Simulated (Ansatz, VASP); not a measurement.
# BAs: VASP beside Ansatz

```xyz
2
Lattice="0.0000 2.3885 2.3885 2.3885 0.0000 2.3885 2.3885 2.3885 0.0000" Properties=species:S:1:pos:R:3 pbc="T T T"
B     0.0000    0.0000    0.0000
As    1.1943    1.1943    1.1943
```

Alike in both runs: task relaxation of the atoms; functional PBE; k mesh 10 × 10 × 10; occupations fermi-dirac, width 0.02 eV; no spin polarisation.

|  | VASP | Ansatz |
| --- | --- | --- |
| version | VASP 6.6.1 | Ansatz 0.2.0 |
| potentials or method | VASP PAW PBE potentials, release 64 (B, As) | plane-wave PAW, scalar-relativistic |
| plane-wave cutoff (eV) | 520 | 420 |
| valence electrons in the cell | 8 | 18 |

```tsv
	VASP	Ansatz	Ansatz less VASP
gap on the k mesh at the Fermi level, each at its own relaxed structure (eV)	1.18	1.18	+0.009
```

VASP's potentials hold 8 valence electrons a cell and Ansatz's 18, so a difference there can come from the potentials and not from the codes. Ansatz's warnings: stress scf threshold loose.

Noted on VASP's run: the relaxation stopped at its first step, so nothing moved.
